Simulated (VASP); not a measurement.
Write the native input for VASP 6.6.1 that does the following.

```
Task                   : single point
Functional             : PBE
Potentials or basis    : VASP PAW PBE potentials, release 64 (Ge_d, Sb, O)
Cutoff                 : 520 eV
k mesh                 : 4 × 4 × 4
Occupations            : gaussian, width 0.1 eV
Spin                   : no spin polarisation
Dipole correction      : no
Further INCAR settings : ALGO = Normal; EDIFF = 1e-06; NBANDS = 30
```

The structure of Ge2Sb2O lies in POSCAR:

```
Ge2Sb2O
1.0
    4.4327953900      0.0000000000      0.0000000000
    0.0000000000      4.4327953900      0.0000000000
    0.0000000000      0.0000000000      6.0129564300
Ge Sb O
2 2 1
Direct
    0.5000000000      0.5000000000      0.2399999900
    0.5000000000      0.5000000000      0.7600000100
    0.0000000000      0.5000000000      0.5000000000
    0.5000000000      0.0000000000      0.5000000000
    0.0000000000      0.0000000000      0.0000000000
```

The cell was generated, and may not be a known phase.

One way to write it, as run:

INCAR

```
SYSTEM = Ge2Sb2O
ALGO = Normal ; EDIFF = 1E-6
ENCUT = 520 ; GGA = PE
ISIF = 2 ; ISMEAR = 0
LASPH = .True. ; LCHARG = .True.
LELF = .True. ; LREAL = .False.
LVHAR = .True. ; LWAVE = .False.
NBANDS = 30 ; NELM = 80
PREC = Accurate ; SIGMA = 0.1
```

KPOINTS

```
k-points
0
Gamma
  4 4 4
  0 0 0
```

Potentials or basis: VASP PAW PBE potentials, release 64 (Ge_d, Sb, O).

Command:

```sh
$ cat potpaw_PBE.64/Ge_d/POTCAR potpaw_PBE.64/Sb/POTCAR potpaw_PBE.64/O/POTCAR > POTCAR
$ mpirun -np 1 vasp_std > vasp.out
```

It gave:

```
Pressure               : 7.1 GPa
Largest force          : 3.220 eV/Å
Band gap on the k mesh : zero (bands 22 and 23 overlap by 0.80 eV)
```

Caveat: the cell stands under pressure; spin-orbit coupling is left out, which moves the levels of the heavy elements; forces of over 1 eV/Å act on the atoms, so gaps and moduli don't describe the material at rest.

Run time: 2.2 min on 1 thread of AMD EPYC 7R43 64-Core Processor (Zen 3) (shared host), peak memory 0.22 GiB.
